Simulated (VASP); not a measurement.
# SbRh3 (Pm-3m) in VASP: notebook

The runs below take SbRh3 through single point, relaxation of cell and atoms, with LDA.

All numbers are computed with VASP 6.6.1; they aren't measurements. Logs are shortened: lines on timing, memory, paths and dates and some standing lists are left out, and cuts for length are marked.

## (1) The cell of the first run

The structure is cubic, space group Pm-3m (No. 221). The conventional cell has a = 3.879 Å, b = 3.879 Å, c = 3.879 Å, α = 90.00°, β = 90.00°, γ = 90.00°. Sb (site symmetry m-3m) has 12 Rh at 2.74 Å within 3.6 Å. Within 3.6 Å of Rh (site symmetry 4/mmm) lie 4 Sb at 2.74 Å and 8 Rh at 2.74 Å.

## (2) Single point, LDA

Contents of INCAR:

```
PREC = Accurate ; ENCUT = 520
EDIFF = 1E-6 ; ISMEAR = 0
SIGMA = 0.15 ; LREAL = False
LASPH = True ; NELM = 100
ALGO = Normal ; ISIF = 2
LWAVE = False ; LCHARG = True
LELF = True ; LVHAR = True
NBANDS = 33
```

Contents of KPOINTS:

```
regular mesh
0
Gamma
  12 12 12
```

Contents of POSCAR:

```
SbRh3
1.0
    3.8786651685      0.0000000000      0.0000000000
    0.0000000000      3.8786651685      0.0000000000
    0.0000000000      0.0000000000      3.8786651685
Sb Rh
1 3
Direct
    0.0000000000      0.0000000000      0.0000000000
    0.5000000000      0.5000000000      0.0000000000
    0.5000000000      0.0000000000      0.5000000000
    0.0000000000      0.5000000000      0.5000000000
```

Potentials or basis: VASP PAW LDA potentials, release 64 (Sb, Rh_pv).

Command:

```console
> cat potpaw_LDA.64/Sb/POTCAR potpaw_LDA.64/Rh_pv/POTCAR > POTCAR
> mpirun -np 1 vasp_std > vasp.out
```

OUTCAR:

```text
PREC = Accurate
   ENCUT = 520
   EDIFF = 1E-6
   ISMEAR = 0
   LREAL = False
   LASPH = True
   NELM = 100
   ISIF = 2

 ion  position               nearest neighbor table
   1  0.000  0.000  0.000-   2 2.74   3 2.74   4 2.74   3 2.74   4 2.74   2 2.74   4 2.74   4 2.74
                             2 2.74   3 2.74   3 2.74   2 2.74
   2  0.500  0.500  0.000-   1 2.74   3 2.74   4 2.74   3 2.74   4 2.74   1 2.74   3 2.74   3 2.74
                             1 2.74   4 2.74   4 2.74   1 2.74
   3  0.500  0.000  0.500-   1 2.74   2 2.74   4 2.74   1 2.74   2 2.74   2 2.74   4 2.74   2 2.74
                             1 2.74   4 2.74   1 2.74   4 2.74
   4  0.000  0.500  0.500-   1 2.74   2 2.74   3 2.74   1 2.74   2 2.74   1 2.74   3 2.74   1 2.74
                             2 2.74   3 2.74   2 2.74   3 2.74

  LATTYP: Found a simple cubic cell.
 ALAT       =     3.8786651685

  Lattice vectors:

 A1 = (   3.8786651685,   0.0000000000,   0.0000000000)
 A2 = (   0.0000000000,   3.8786651685,   0.0000000000)
 A3 = (   0.0000000000,   0.0000000000,   3.8786651685)

Analysis of symmetry for initial positions (statically):
=====================================================================
 Subroutine PRICEL returns:
 Original cell was already a primitive cell.

 Routine SETGRP: Setting up the symmetry group for a
 simple cubic supercell.

 Subroutine GETGRP returns: Found 48 space group operations
 (whereof 48 operations were pure point group operations)
 out of a pool of 48 trial point group operations.

The static configuration has the point symmetry O_h .

Analysis of symmetry for dynamics (positions and initial velocities):
=====================================================================
 Subroutine PRICEL returns:
 Original cell was already a primitive cell.

 Routine SETGRP: Setting up the symmetry group for a
 simple cubic supercell.

 Subroutine GETGRP returns: Found 48 space group operations
 (whereof 48 operations were pure point group operations)
 out of a pool of 48 trial point group operations.

The dynamic configuration has the point symmetry O_h .

 Subroutine INISYM returns: Found 48 space group operations
 (whereof 48 operations are pure point group operations),
 and found     1 'primitive' translations

----------------------------------------------------------------------------------------

                                     Primitive cell

  volume of cell :      58.3508

  direct lattice vectors                    reciprocal lattice vectors
     3.878665168  0.000000000  0.000000000     0.257820656  0.000000000  0.000000000
     0.000000000  3.878665168  0.000000000     0.000000000  0.257820656  0.000000000
     0.000000000  0.000000000  3.878665168     0.000000000  0.000000000  0.257820656

  length of vectors
     3.878665168  3.878665168  3.878665168     0.257820656  0.257820656  0.257820656

  position of ions in fractional coordinates (direct lattice)
     0.000000000  0.000000000  0.000000000
     0.500000000  0.500000000  0.000000000
     0.500000000  0.000000000  0.500000000
     0.000000000  0.500000000  0.500000000

  ion indices of the primitive-cell ions
   primitive index   ion index
                 1           1
                 2           2
                 3           3
                 4           4

----------------------------------------------------------------------------------------

 KPOINTS: regular mesh

Automatic generation of k-mesh.
 Grid dimensions read from file:
 generate k-points for:   12   12   12

 Generating k-lattice:

  Cartesian coordinates                     Fractional coordinates (reciprocal lattice)
     0.021485055  0.000000000  0.000000000     0.083333333  0.000000000  0.000000000
     0.000000000  0.021485055  0.000000000     0.000000000  0.083333333  0.000000000
     0.000000000  0.000000000  0.021485055     0.000000000  0.000000000  0.083333333

  Length of vectors
     0.021485055  0.021485055  0.021485055

  Shift w.r.t. Gamma in fractional coordinates (k-lattice)
     0.000000000  0.000000000  0.000000000

 Subroutine IBZKPT returns following result:
 ===========================================

 Found     84 irreducible k-points:

 Following reciprocal coordinates:
            Coordinates               Weight
  0.000000  0.000000  0.000000      1.000000
  0.083333  0.000000  0.000000      6.000000
  0.166667  0.000000  0.000000      6.000000
  0.250000  0.000000  0.000000      6.000000
  0.333333  0.000000  0.000000      6.000000
  0.416667  0.000000  0.000000      6.000000
[... 16 lines left out ...]
  0.333333  0.333333  0.000000     12.000000
  0.416667  0.333333  0.000000     24.000000
 [... further k-points ...]
   k-points           NKPTS =     84   k-points in BZ     NKDIM =     84   number of bands    NBANDS=     33
   number of dos      NEDOS =    301   number of ions     NIONS =      4
   total plane-waves  NPLWV =  27000
   dimension x,y,z NGX =    30 NGY =   30 NGZ =   30
   dimension x,y,z NGXF=    60 NGYF=   60 NGZF=   60
   ions per type =               1   3
   NGX,Y,Z   is equivalent  to a cutoff of  12.86, 12.86, 12.86 a.u.
   NGXF,Y,Z  is equivalent  to a cutoff of  25.72, 25.72, 25.72 a.u.
 SYSTEM =  unknown system
   PREC   = accura    normal or accurate (medium, high low for compatibility)
   ISTART =      0    job   : 0-new  1-cont  2-samecut
   ICHARG =      2    charge: 1-file 2-atom 10-const
   ISPIN  =      1    spin polarized calculation?
   LNONCOLLINEAR =      F non collinear calculations
   LSORBIT =      F    spin-orbit coupling
   LASPH  =      T    aspherical Exc in radial PAW
   ENCUT  =  520.0 eV  38.22 Ry    6.18 a.u.   7.21  7.21  7.21*2*pi/ulx,y,z
   NELM   =    100;   NELMIN=  2; NELMDL= -5     # of ELM steps
   EDIFF  = 0.1E-05   stopping-criterion for ELM
   LREAL  =      F    real-space projection
   EDIFFG = 0.1E-04   stopping-criterion for IOM
   NSW    =      0    number of steps for IOM
   IBRION =     -1    ionic relax: 0-MD 1-quasi-New 2-CG
   NFREE  =      0    steps in history (QN), initial steepest desc. (CG)
   ISIF   =      2    stress and relaxation
   ISYM   =      2    0-nonsym 1-usesym 2-fastsym
   POTIM  = 0.5000    time-step for ionic-motion
   TEBEG  =    0.0;   TEEND  =   0.0 temperature during run
   PSTRESS=    0.0 pullay stress
   NELECT =      50.0000    total number of electrons
   NUPDOWN=      -1.0000    fix difference up-down
   EMIN   =  10.00;   EMAX   =-10.00  energy-range for DOS
   EFERMI =   0.00;   METHOD = LEGACY
   ISMEAR =     0;   SIGMA  =   0.15  broadening in eV -4-tet -1-fermi 0-gaus
   EFERMI_NEDOS =   21; number of points for ismear=-14 and -15
   IALGO  =     38    algorithm
   IMIX   =      4    mixing-type and parameters
     AMIX     =   0.40;   BMIX     =  1.00
     AMIX_MAG =   1.60;   BMIX_MAG =  1.00
  volume/ion in A,a.u.               =      14.59        98.44
  Fermi-wavevector in a.u.,A,eV,Ry     =   1.554948  2.938426 32.897028  2.417863
  Thomas-Fermi vector in A             =   2.658960
   LORBIT       =      0    0 simple, 1 ext, 2 COOP (PROOUT), +10 PAW based schemes
   GGA     = CA    functional components
   LHFCALC =     F    Hartree Fock is set to
   AEXX    =    0.0000 exact exchange contribution
   IVDW    =     0    specifies the selected vdW correction
   LEPSILON=     F    determine dielectric tensor
   LRPA    =     F    only Hartree local field effects (RPA)
 non-spin polarized calculation
 Gauss-broadening in eV      SIGMA  =   0.15
  energy-cutoff  :      520.00
  volume of cell :       58.35
 maximum number of plane-waves:      1596
 NGX is ok and might be reduce to    30
   NGX = 15   NGY = 15   NGZ = 15

 number of electron      50.0000037 magnetization

 Free energy of the ion-electron system (eV)
  ---------------------------------------------------
  ext. energy  EPLUGINS =         0.00000000
  ---------------------------------------------------
  free energy    TOTEN  =       -31.92950594 eV

  energy without entropy =      -31.90736432  energy(sigma->0) =      -31.91843513

 E-fermi :  12.4871     XC(G=0): -13.7680

 val. band max:       12.4784032601   @ k =   0.3333   0.0000   0.0000
 cond. band min:      12.4942675478   @ k =   0.2500   0.0833   0.0000
 fundamental gap:      0.0158642877
 Fermi energy:        12.4871179798

 k-point     1 :       0.0000    0.0000    0.0000
  band No.  band energies     occupation
      1     -33.6997      2.00000
      2     -33.6997      2.00000
      3     -33.6997      2.00000
      4     -33.4724      2.00000
      5     -33.4724      2.00000
      6     -33.4724      2.00000
[... 25 lines left out ...]
     32      21.2436      0.00000
     33      21.2436      0.00000

 k-point     2 :       0.0833    0.0000    0.0000
  band No.  band energies     occupation
      1     -33.6955      2.00000
      2     -33.6955      2.00000
      3     -33.6934      2.00000
      4     -33.4735      2.00000
      5     -33.4735      2.00000
      6     -33.4727      2.00000
[... 25 lines left out ...]
     32      21.2942      0.00000
     33      21.2942      0.00000

 k-point     3 :       0.1667    0.0000    0.0000
  band No.  band energies     occupation
      1     -33.6835      2.00000
      2     -33.6835      2.00000
      3     -33.6751      2.00000
      4     -33.4771      2.00000
      5     -33.4771      2.00000
      6     -33.4736      2.00000
[... 25 lines left out ...]
     32      21.2518      0.00000
     33      21.2518      0.00000

 k-point     4 :       0.2500    0.0000    0.0000
  band No.  band energies     occupation
      1     -33.6653      2.00000
      2     -33.6653      2.00000
      3     -33.6461      2.00000
      4     -33.4837      2.00000
      5     -33.4837      2.00000
      6     -33.4748      2.00000
[... 673 lines left out ...]
     32      21.6204      0.00000
     33      21.9183      0.00000

 k-point    23 :       0.3333    0.3333    0.0000
  band No.  band energies     occupation
      1     -33.6772      2.00000
      2     -33.5879      2.00000
      3     -33.5831      2.00000
      4     -33.5399      2.00000
      5     -33.4971      2.00000
      6     -33.4585      2.00000
[... 25 lines left out ...]
     32      21.7771      0.00000
     33      21.8734      0.00000

 k-point    24 :       0.4167    0.3333    0.0000
  band No.  band energies     occupation
      1     -33.6758      2.00000
      2     -33.6046      2.00000
      3     -33.5601      2.00000
      4     -33.5247      2.00000
      5     -33.5021      2.00000
      6     -33.4809      2.00000
[... 25 lines left out ...]
     32      21.8473      0.00000
     33      22.3209      0.00000

 [... further k-points ...]
[... 5 lines left out ...]
  --------------------------------------------------------------------------------------
  -------------------------------------------------------------------------------------
  Total        0.2393740      0.2393740      0.2393740      0.0000000      0.0000000     -0.0000000
  in kB        6.5726517      6.5726517      6.5726517      0.0000000      0.0000000     -0.0000000
  external PRESSURE =       6.5726517 kB  Pullay stress =       0.0000000 kB

 VOLUME and BASIS-vectors are now :
 -----------------------------------------------------------------------------
  energy-cutoff  :      520.00
  volume of cell :       58.35
      direct lattice vectors                 reciprocal lattice vectors
     3.878665168  0.000000000  0.000000000     0.257820656  0.000000000  0.000000000
     0.000000000  3.878665168  0.000000000     0.000000000  0.257820656  0.000000000
     0.000000000  0.000000000  3.878665168     0.000000000  0.000000000  0.257820656

 POSITION                                       TOTAL-FORCE (eV/Angst)
 -----------------------------------------------------------------------------------
      0.00000      0.00000      0.00000         0.000000      0.000000      0.000000
      1.93933      1.93933      0.00000         0.000000      0.000000      0.000000
      1.93933      0.00000      1.93933         0.000000      0.000000      0.000000
      0.00000      1.93933      1.93933         0.000000      0.000000      0.000000
 -----------------------------------------------------------------------------------
    total drift:                                0.000000      0.000000     -0.000000

  FREE ENERGIE OF THE ION-ELECTRON SYSTEM (eV)
  ---------------------------------------------------
  free  energy   TOTEN  =       -31.9295059397 eV

  energy  without entropy=      -31.9073643162  energy(sigma->0) =      -31.91843513
```

Run time: 78 s. Hardware: 1 thread of Intel Xeon 6975P-C (Granite Rapids), shared host; peak memory 0.23 GiB.

What came out:

```
Free energy            : -31.9295 eV
Pressure               : 0.7 GPa
Band gap on the k mesh : zero (band 25 reaches 13.18 eV, above the bottom of band 26 at 11.64 eV)
```

Caveat: spin-orbit coupling is left out, which moves the levels of the heavy elements.

## (3) Single point, LDA

Contents of INCAR:

```
SYSTEM = SbRh3
PREC = Accurate
ENCUT = 520
EDIFF = 1E-7
ISMEAR = 0
SIGMA = 0.1
LREAL = .FALSE.
LASPH = .TRUE.
NELM = 100
ALGO = Normal
ISIF = 2
LWAVE = .FALSE.
LCHARG = .FALSE.
NBANDS = 33
```

Contents of KPOINTS:

```
regular mesh
0
G
  12 12 12
  0 0 0
```

POSCAR is that of step 2.

Potentials or basis: VASP PAW LDA potentials, release 64 (Sb, Rh_pv).

Command:

```console
> cat potpaw_LDA.64/Sb/POTCAR potpaw_LDA.64/Rh_pv/POTCAR > POTCAR
> mpirun -np 1 vasp_std > vasp.out
```

It took 96 s on 1 thread of Intel Xeon 6975P-C (Granite Rapids), shared host; peak memory 0.24 GiB.

Results (log left out):

```yaml
Free_energy: -31.9236 eV
Pressure: 0.7 GPa
Band_gap_on_the_k_mesh: zero (band 25 reaches 13.18 eV, above the bottom of band 26 at 11.64 eV)
```

Levels at points of the mesh, in eV from the Fermi level:
```
           k point  band 21  band 22  band 23  band 24  band 25  band 26  band 27  band 28  band 29  band 30
(0.00, 0.00, 0.00)    -1.48    -1.48    -0.11    -0.11     0.63     1.14     1.14     1.14     3.52     8.48
(0.50, 0.00, 0.00)    -1.46    -1.46    -1.35    -1.15    -0.01     1.14     3.28     3.70     3.70     6.41
(0.50, 0.50, 0.00)    -1.64    -1.64    -1.04    -1.01    -0.84    -0.83     1.87     1.87     5.37     6.11
(0.50, 0.50, 0.50)    -1.51    -1.51    -1.08    -1.08     0.71     0.71     0.71     0.72     0.81     6.05
```

Caveat: spin-orbit coupling is left out, which moves the levels of the heavy elements.

## (4) Relaxation of cell and atoms, LDA

Contents of INCAR:

```
PREC = Accurate ; ENCUT = 600
EDIFF = 1E-6 ; ISMEAR = 0
SIGMA = 0.1 ; LREAL = F
LASPH = T ; NELM = 100
ALGO = Normal ; ISIF = 3
LWAVE = F ; LCHARG = F
GGA = CA ; IBRION = 2
NSW = 100 ; EDIFFG = -0.005
```

Contents of KPOINTS:

```
regular mesh
0
Gamma
  12 12 12
```

Contents of POSCAR:

```
SbRh3
1.0
    3.8780474360      0.0000000000      0.0000000000
    0.0000000000      3.8780474360      0.0000000000
    0.0000000000      0.0000000000      3.8780474360
Sb Rh
1 3
Direct
    0.0000000000      0.0000000000      0.0000000000
    0.5000000000      0.5000000000      0.0000000000
    0.5000000000      0.0000000000      0.5000000000
    0.0000000000      0.5000000000      0.5000000000
```

Command:

```console
> cat potpaw_LDA.64/Sb/POTCAR potpaw_LDA.64/Rh_pv/POTCAR > POTCAR
> mpirun -np 1 vasp_std > vasp.out
```

Run time: 2.5 min. Hardware: 1 thread of Intel Xeon 6975P-C (Granite Rapids), shared host; peak memory 0.27 GiB.

The run converged. Its results:

- Free energy: -31.9236 eV
- Relaxed volume: 14.62 Å³/atom
- Relaxed cell: a = 3.882 Å, b = 3.882 Å, c = 3.882 Å, α = 90.00°, β = 90.00°, γ = 90.00°
- Space group after relaxing (to 0.05 Å): Pm-3m (No. 221)
- Energy gained by relaxing: 0.1 meV/atom
- Ionic steps: 3
- Pressure after relaxing: 0.0 GPa
- Band gap on the k mesh: zero (band 25 reaches 13.13 eV, above the bottom of band 26 at 11.60 eV)

Step by step:
| step | energy change (eV) | largest force (eV/Å) | pressure (GPa) | volume (Å³) |
| --- | --- | --- | --- | --- |
| 1 | 0.0000 | 0.0000 | 0.66 | 58.32 |
| 2 | 0.0013 | 0.0000 | -1.51 | 58.83 |
| 3 | -0.0003 | 0.0000 | 0.00 | 58.48 |

Final structure:
```
Sb Rh
1.0
     3.88159    0.00000    0.00000
     0.00000    3.88159    0.00000
     0.00000    0.00000    3.88159
Sb Rh
1 3
Direct
  0.00000 0.00000 0.00000
  0.50000 0.50000 0.00000
  0.50000 0.00000 0.50000
  0.00000 0.50000 0.50000
```

Levels at points of the mesh, in eV from the Fermi level:
```tsv
k point	band 22	band 23	band 24	band 25	band 26	band 27	band 28	band 29
(0.00, 0.00, 0.00)	-1.48	-0.11	-0.11	0.63	1.13	1.13	1.13	3.50
(0.50, 0.00, 0.00)	-1.46	-1.35	-1.14	-0.01	1.14	3.27	3.69	3.69
(0.50, 0.50, 0.00)	-1.63	-1.03	-1.01	-0.84	-0.83	1.86	1.86	5.36
(0.50, 0.50, 0.50)	-1.50	-1.07	-1.07	0.71	0.71	0.71	0.72	0.80
```

Caveat: spin-orbit coupling is left out, which moves the levels of the heavy elements.

## (5) Single point, LDA

Contents of INCAR:

```
PREC = Accurate
ENCUT = 520
EDIFF = 1E-7
ISMEAR = 0
SIGMA = 0.15
LREAL = False
LASPH = True
NELM = 100
ALGO = Normal
ISIF = 2
LWAVE = False
LCHARG = False
GGA = CA
NBANDS = 33
```

Contents of KPOINTS:

```
Automatic mesh
0
Gamma
  14 14 14
```

Contents of POSCAR:

```
SbRh3
1.0
    3.8786651685      0.0000000000      0.0000000000
    0.0000000000      3.8786651685      0.0000000000
    0.0000000000      0.0000000000      3.8786651685
Sb Rh
1 3
Direct
    0.0000000000      0.0000000000      0.0000000000
    0.5000000000      0.5000000000      0.0000000000
    0.5000000000      0.0000000000      0.5000000000
    0.0000000000      0.5000000000      0.5000000000
```

Command:

```console
> cat potpaw_LDA.64/Sb/POTCAR potpaw_LDA.64/Rh_pv/POTCAR > POTCAR
> mpirun -np 1 vasp_std > vasp.out
```

Wall time 1.9 min (1 thread of Intel Xeon 6975P-C (Granite Rapids), shared host); peak memory 0.29 GiB.

The run converged. Its results:

```yaml
Free_energy: -31.9287 eV
Pressure: 0.7 GPa
Band_gap_on_the_k_mesh: zero (band 25 reaches 13.18 eV, above the bottom of band 26 at 11.64 eV)
```

Levels at points of the mesh, in eV from the Fermi level:
```csv
k point,band 23,band 24,band 25,band 26,band 27,band 28
"(0.00, 0.00, 0.00)",-0.13,-0.13,0.61,1.12,1.12,1.12
"(0.50, 0.00, 0.00)",-1.37,-1.16,-0.03,1.12,3.27,3.68
"(0.50, 0.50, 0.00)",-1.05,-1.03,-0.86,-0.85,1.85,1.85
"(0.50, 0.50, 0.50)",-1.10,-1.10,0.69,0.69,0.69,0.70
```

Caveat: spin-orbit coupling is left out, which moves the levels of the heavy elements.

## (6) Overview

```tsv
task	cell	k mesh	cutoff (eV)	smearing	gap on the mesh (eV)	pressure (GPa)
single point	a = 3.879 Å, 4 atoms	12 × 12 × 12	520	gaussian 0.15 eV	none	0.7
single point	a = 3.879 Å, 4 atoms	12 × 12 × 12	520	gaussian 0.1 eV	none	0.7
relaxation of cell and atoms	relaxed from a = 3.878 Å, 4 atoms	12 × 12 × 12	600	gaussian 0.1 eV	none	0.0
single point	a = 3.879 Å, 4 atoms	14 × 14 × 14	520	gaussian 0.15 eV	none	0.7
```

Alike in all rows: level LDA; potentials or basis VASP PAW LDA potentials, release 64 (Sb, Rh_pv); no spin polarisation.

Every run on the cell as given and a fine mesh finds a metal.

Caveats: spin-orbit coupling is left out, which moves the levels of the heavy elements.

Absolute energies hang on the potentials; compare differences alone.
